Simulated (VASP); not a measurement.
# W in VASP: single point with PBEsol

Aim: the single point of W with PBEsol.

Program: VASP 6.6.1. These are calculated values, not measurements. Logs are shortened: lines on timing, memory, paths and dates and some standing lists are left out, and cuts for length are marked.

### 1 The cell of the first run

The cell holds a slab with vacuum, 6 atoms: a = 3.232 Å, b = 4.505 Å, c = 23.761 Å, α = 90.00°, β = 90.00°, γ = 90.00°.

### 2 Single point, PBEsol

INCAR reads:

```
SYSTEM = W
PREC     = Accurate       ! precision mode
ENCUT    = 400            ! plane-wave cutoff, eV
EDIFF    = 1E-6           ! SCF threshold, eV
ISMEAR   = 1              ! smearing method
SIGMA    = 0.1            ! smearing width, eV
LREAL    = .False.        ! projectors in reciprocal space
LASPH    = .True.         ! aspherical terms in the spheres
NELM     = 120            ! most SCF steps
ALGO     = Normal         ! electronic algorithm
ISIF     = 2              ! what is computed and relaxed
LWAVE    = .False.        ! write WAVECAR
LCHARG   = .True.         ! write CHGCAR
LDIPOL   = .True.       
IDIPOL   = 3            
DIPOL    = 0.5 0.5 0.384
GGA      = PS             ! functional
LELF     = .True.         ! ELF
LVHAR    = .True.       
LVACPOTAV= .True.       
NBANDS   = 51             ! bands
GGA_COMPAT= .False.      
NELMDL   = -8
```

KPOINTS reads:

```
regular mesh
0
Gamma
  10 8 1
  0 0 0
```

POSCAR reads:

```
W
1.0
    3.2320792822      0.0000000000      0.0000000000
    0.0000000000      4.5053226358      0.0000000000
    0.0000000000      0.0000000000     23.7612036651
W
6
Direct
    0.0000000000      0.0000000000      0.2945978705
    0.5000000000      0.5000000000      0.2945978705
    0.5000000000      0.9995033324      0.3832828422
    1.0000000000      0.5004966676      0.3832828422
    0.0000000000      1.0053426089      0.4748324205
    0.5000000000      0.4946573911      0.4748324205
```

Potentials or basis: VASP PAW PBE potentials, release 64 (W_sv).

Started as:

```console
> cat potpaw_PBE.64/W_sv/POTCAR > POTCAR
> mpirun -np 1 vasp_std > vasp.out
```

OUTCAR:

```text
SYSTEM = W
   PREC = Accurate
   ENCUT = 400
   EDIFF = 1E-6
   ISMEAR = 1
   LREAL = .False.
   LASPH = .True.
   NELM = 120
   ISIF = 2
   GGA = PS
   NELMDL = -8

 ion  position               nearest neighbor table
   1  0.000  0.000  0.295-   3 2.66   3 2.66   2 2.77   2 2.77   2 2.77   2 2.77   4 3.08   4 3.09

   2  0.500  0.500  0.295-   4 2.66   4 2.66   1 2.77   1 2.77   1 2.77   1 2.77   3 3.08   3 3.09

   3  0.500  1.000  0.383-   1 2.66   1 2.66   5 2.71   5 2.71   4 2.77   4 2.77   4 2.78   4 2.78
                             2 3.08   2 3.09   6 3.12   6 3.15
   4  0.000  0.500  0.383-   2 2.66   2 2.66   6 2.71   6 2.71   3 2.77   3 2.77   3 2.78   3 2.78
                             1 3.08   1 3.09   5 3.12   5 3.15
   5  0.000  0.005  0.475-   3 2.71   3 2.71   6 2.73   6 2.73   6 2.81   6 2.81   4 3.12   4 3.15

   6  0.500  0.495  0.475-   4 2.71   4 2.71   5 2.73   5 2.73   5 2.81   5 2.81   3 3.12   3 3.15

  LATTYP: Found a simple orthorhombic cell.
 ALAT       =     3.2320792822
 B/A-ratio  =     1.3939393939
 C/A-ratio  =     7.3516772302

  Lattice vectors:

 A1 = (   3.2320792822,   0.0000000000,   0.0000000000)
 A2 = (   0.0000000000,   4.5053226358,   0.0000000000)
 A3 = (   0.0000000000,   0.0000000000,  23.7612036651)

Analysis of symmetry for initial positions (statically):
=====================================================================
 Subroutine PRICEL returns:
 Original cell was already a primitive cell.

 Routine SETGRP: Setting up the symmetry group for a
 simple orthorhombic supercell.

 Subroutine GETGRP returns: Found  4 space group operations
 (whereof  2 operations were pure point group operations)
 out of a pool of  8 trial point group operations.

The static configuration has the point symmetry C_1h.
 The point group associated with its full space group is C_2v.

Analysis of symmetry for dynamics (positions and initial velocities):
=====================================================================
 Subroutine PRICEL returns:
 Original cell was already a primitive cell.

 Routine SETGRP: Setting up the symmetry group for a
 simple orthorhombic supercell.

 Subroutine GETGRP returns: Found  4 space group operations
 (whereof  2 operations were pure point group operations)
 out of a pool of  8 trial point group operations.

The dynamic configuration has the point symmetry C_1h.
 The point group associated with its full space group is C_2v.

 Subroutine INISYM returns: Found  4 space group operations
 (whereof  2 operations are pure point group operations),
 and found     1 'primitive' translations

[... 114 lines left out ...]
   NUPDOWN=      -1.0000    fix difference up-down
   EMIN   =  10.00;   EMAX   =-10.00  energy-range for DOS
   EFERMI =   0.00;   METHOD = LEGACY
   ISMEAR =     1;   SIGMA  =   0.10  broadening in eV -4-tet -1-fermi 0-gaus
   EFERMI_NEDOS =   21; number of points for ismear=-14 and -15
   IALGO  =     38    algorithm
   IMIX   =      4    mixing-type and parameters
     AMIX     =   0.40;   BMIX     =  1.00
     AMIX_MAG =   1.60;   BMIX_MAG =  1.00
  volume/ion in A,a.u.               =      57.67       389.15
  Fermi-wavevector in a.u.,A,eV,Ry     =   1.021274  1.929929 14.190898  1.043002
  Thomas-Fermi vector in A             =   2.154890
   LORBIT       =      0    0 simple, 1 ext, 2 COOP (PROOUT), +10 PAW based schemes
   GGA     = PS    functional components
   LHFCALC =     F    Hartree Fock is set to
   AEXX    =    0.0000 exact exchange contribution
   IVDW    =     0    specifies the selected vdW correction
   LEPSILON=     F    determine dielectric tensor
   LRPA    =     F    only Hartree local field effects (RPA)
 non-spin polarized calculation
 Methfessel and Paxton  Order N= 1 SIGMA  =   0.10
  energy-cutoff  :      400.00
  volume of cell :      346.00
 maximum number of plane-waves:      6324
 NGX is ok and might be reduce to    24
   NGX = 11   NGY = 15   NGZ = 77

 dipolmoment           0.000000      0.000000     -0.267490 electrons x Angstroem

 number of electron      83.9999982 magnetization

 dipolmoment           0.000000      0.000000      0.007306 electrons x Angstroem

 Free energy of the ion-electron system (eV)
  ---------------------------------------------------
  ext. energy  EPLUGINS =         0.00000000
  ---------------------------------------------------
  free energy    TOTEN  =       -76.01252828 eV

  energy without entropy =      -76.01402371  energy(sigma->0) =      -76.01302676

 E-fermi :  -0.4113     XC(G=0):  -4.6951

 val. band max:       -0.4311833914   @ k =   0.0000   0.2500   0.0000
 cond. band min:      -0.3805917463   @ k =   0.2000   0.1250   0.0000
 fundamental gap:      0.0505916451
 Fermi energy:        -0.4112819714

 k-point     1 :       0.0000    0.0000    0.0000
  band No.  band energies     occupation
      1     -74.5080      2.00000
      2     -74.3961      2.00000
      3     -74.3452      2.00000
      4     -74.2959      2.00000
      5     -74.2461      2.00000
      6     -74.2022      2.00000
[... 1285 lines left out ...]
     50       2.2163      0.00000
     51       2.2666      0.00000

 [... further k-points ...]

------------------------ aborting loop because EDIFF is reached ----------------------------------------

  FORCE on cell =-STRESS in cart. coord.  units (eV):
  Direction    XX          YY          ZZ          XY          YZ          ZX
  --------------------------------------------------------------------------------------
  -------------------------------------------------------------------------------------
  Total      -15.4152217    -11.0929478     -1.5758148      0.0000000      0.0000000      0.0000000
  in kB      -71.3812284    -51.3666463     -7.2969171      0.0000000      0.0000000      0.0000000
  external PRESSURE =     -43.3482639 kB  Pullay stress =       0.0000000 kB

 VOLUME and BASIS-vectors are now :
 -----------------------------------------------------------------------------
  energy-cutoff  :      400.00
  volume of cell :      346.00
      direct lattice vectors                 reciprocal lattice vectors
     3.232079282  0.000000000  0.000000000     0.309398351  0.000000000  0.000000000
     0.000000000  4.505322636  0.000000000     0.000000000  0.221959687  0.000000000
     0.000000000  0.000000000 23.761203665     0.000000000  0.000000000  0.042085410

 POSITION                                       TOTAL-FORCE (eV/Angst)
 -----------------------------------------------------------------------------------
      0.00000      0.00000      7.00000         0.000000     -0.037851     -0.105373
      1.61604      2.25266      7.00000         0.000000      0.037851     -0.105373
      1.61604      4.50308      9.10726         0.000000      0.043745      0.551876
      0.00000      2.25490      9.10726         0.000000     -0.043745      0.551876
      0.00000      0.02407     11.28259         0.000000     -0.269493     -0.446503
      1.61604      2.22859     11.28259         0.000000      0.269493     -0.446503
 -----------------------------------------------------------------------------------
    total drift:                                0.000000     -0.000000     -0.000161

  FREE ENERGIE OF THE ION-ELECTRON SYSTEM (eV)
  ---------------------------------------------------
  free  energy   TOTEN  =       -76.0125282836 eV

  energy  without entropy=      -76.0140237082  energy(sigma->0) =      -76.01302676

 vacuum level on the upper side and lower side of the slab         4.555         4.464
```

OSZICAR:

```text
N       E                     dE             d eps       ncg     rms          rms(c)
DAV:   1     0.858439293773E+03    0.85844E+03   -0.48311E+04  3948   0.126E+03
DAV:   2    -0.435612276913E+02   -0.90200E+03   -0.88665E+03  3560   0.427E+02
DAV:   3    -0.793674264645E+02   -0.35806E+02   -0.34734E+02  3576   0.875E+01
[... 19 lines left out ...]
DAV:  23    -0.760125104426E+02   -0.50771E-04   -0.24258E-06  2440   0.441E-03    0.120E-03
DAV:  24    -0.760125229086E+02   -0.12466E-04   -0.35670E-07  2336   0.167E-03    0.438E-04
DAV:  25    -0.760125266126E+02   -0.37040E-05   -0.78115E-08  2056   0.947E-04    0.169E-04
DAV:  26    -0.760125279826E+02   -0.13700E-05   -0.46653E-08  1976   0.539E-04    0.985E-05
DAV:  27    -0.760125282836E+02   -0.30095E-06   -0.18434E-08  1872   0.288E-04
   1 F= -.76012528E+02 E0= -.76013027E+02  d E =0.149542E-02
```

stdout:

```text
POSCAR found type information on POSCAR W
 POSCAR found :  1 types and       6 ions
 scaLAPACK will be used
 -----------------------------------------------------------------------------
[... 23 lines left out ...]
|     Did not find any points to average over, which means that no vacuum     |
|     field-free region was found. Please increase the size of  your cell     |
|     in the dimension of the dipole correction to obtain accurate            |
|     workfunction values.                                                    |
|                                                                             |
 -----------------------------------------------------------------------------
```

Wall time 15 min (1 thread of Oxide Virtual Turin-like, shared host); peak memory 0.41 GiB.

What came out:

- Free energy: -76.0125 eV
- Largest force: 0.554 eV/Å
- Band gap on the k mesh: zero (bands 42 and 43 overlap by 1.81 eV)

Forces in eV/Å, atoms in the order of the input:
```
W    0.000 -0.038 -0.105
W    0.000  0.038 -0.105
W    0.000  0.044  0.552
W    0.000 -0.044  0.552
W    0.000 -0.269 -0.447
W    0.000  0.269 -0.447
```

Caveat: the PAW data sets were made with another functional, which shifts forces and pressure a little; spin-orbit coupling is left out, which moves the levels of the heavy elements.
